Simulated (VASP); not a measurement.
## Nd2Hf2F: single point with PBE

Crystal: Nd2Hf2F.

```
CELL_PARAMETERS angstrom
3.90432 0.00000 0.00000
0.00000 3.90432 0.00000
0.00000 0.00000 8.99118
ATOMIC_POSITIONS crystal
Nd 0.50000 0.50000 0.19903
Nd 0.50000 0.50000 0.80097
Hf 0.00000 0.50000 0.50000
Hf 0.50000 0.00000 0.50000
F 0.00000 0.00000 0.00000
```

The cell was built from a structure type or drawn by symmetry, and may not be a known phase.

| Property | Result |
| --- | --- |
| Program | VASP 6.6.1 |
| Task | single point |
| Functional | PBE |
| Potentials or basis | VASP PAW PBE potentials, release 64 (Nd_3, Hf_pv, F), 4f in core |
| Cutoff | 600 eV |
| k mesh | 10 × 10 × 4 |
| Occupations | gaussian, width 0.1 eV |
| Spin | no spin polarisation |
| Dipole correction | no |
| Mended | yes |
| Further INCAR settings | ALGO = Normal; EDIFF = 1e-06; NBANDS = 32 |

```
Pressure               : 0.1 GPa
Largest force          : 0.064 eV/Å
Band gap on the k mesh : zero (an odd number of electrons rules out a gap without spin polarisation)
```

Forces on the atoms (eV/Å):
```
Nd   0.000  0.000 -0.064
Nd   0.000  0.000  0.064
Hf   0.000  0.000  0.000
Hf   0.000  0.000  0.000
F    0.000  0.000  0.000
```

Stress tensor (GPa, compression positive):
```
-0.03  0.00  0.00
 0.00 -0.03  0.00
 0.00  0.00  0.46
```

Levels at points of the mesh, in eV from the Fermi level:
```csv
k point,band 20,band 21,band 22,band 23,band 24,band 25,band 26,band 27,band 28,band 29
"(0.00, 0.00, 0.00)",-3.16,-1.98,-1.40,-1.22,-0.89,-0.32,-0.32,-0.06,0.51,1.40
"(0.50, 0.00, 0.00)",-2.51,-0.97,-0.75,-0.67,-0.12,0.07,0.90,1.13,1.38,1.46
"(0.50, 0.50, 0.00)",-2.17,-1.83,-1.73,-0.64,-0.51,0.13,0.13,1.15,1.15,1.98
"(0.00, 0.00, 0.50)",-3.07,-2.22,-1.40,-1.36,-0.64,-0.42,-0.41,-0.41,-0.18,1.94
"(0.50, 0.00, 0.50)",-2.41,-1.20,-1.14,-0.77,-0.11,0.26,0.59,0.91,1.38,1.42
"(0.50, 0.50, 0.50)",-2.14,-2.14,-2.03,-0.13,0.29,0.29,0.57,0.57,0.74,1.36
```

Run time: 2.6 min on 1 thread of Intel(R) Xeon(R) 6975P-C (Granite Rapids), with other jobs on the host, peak memory 0.46 GiB.

Caveat: spin-orbit coupling is left out, which moves the levels of the heavy elements; the 4f electrons are frozen in the core, so they carry no moment and show no levels; an odd number of electrons without spin polarisation forces a metal; a magnetic or distorted state may lie lower; the run has no spin polarisation, though such a crystal can be magnetic. Spin polarisation is off, so any magnetic state and its effect on volume and gap are missing.
